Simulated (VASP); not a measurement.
A run of VASP 6.6.1 is set up as follows.

File INCAR:

```
SYSTEM = Mg
  PREC = Accurate
  ENCUT = 520
  EDIFF = 1E-6
  ISMEAR = -1
  SIGMA = 0.1
  LREAL = .False.
  LASPH = .True.
  NELM = 100
  ALGO = Normal
  ISIF = 2
  LWAVE = .False.
  LCHARG = .False.
  GGA = PE
  NBANDS = 7
```

The input KPOINTS:

```
regular mesh
0
Gamma
  13 13 13
  0 0 0
```

POSCAR

```
Mg
1.0
    3.0233356749      0.0000000000      0.0000000000
    0.0000000000      3.0233356749      0.0000000000
    0.0000000000      0.0000000000      3.0233356749
Mg
1
Direct
    0.0000000000      0.0000000000      0.0000000000
```

Potentials or basis: VASP PAW PBE potentials, release 64 (Mg).

The run is started by

```sh
$ cat potpaw_PBE.64/Mg/POTCAR > POTCAR
$ mpirun -np 1 vasp_std > vasp.out
```

Predict the pressure.

-0.1 GPa.

Estimate the band gap on the k mesh.

zero (band 1 reaches 5.31 eV, above the bottom of band 2 at 0.22 eV).
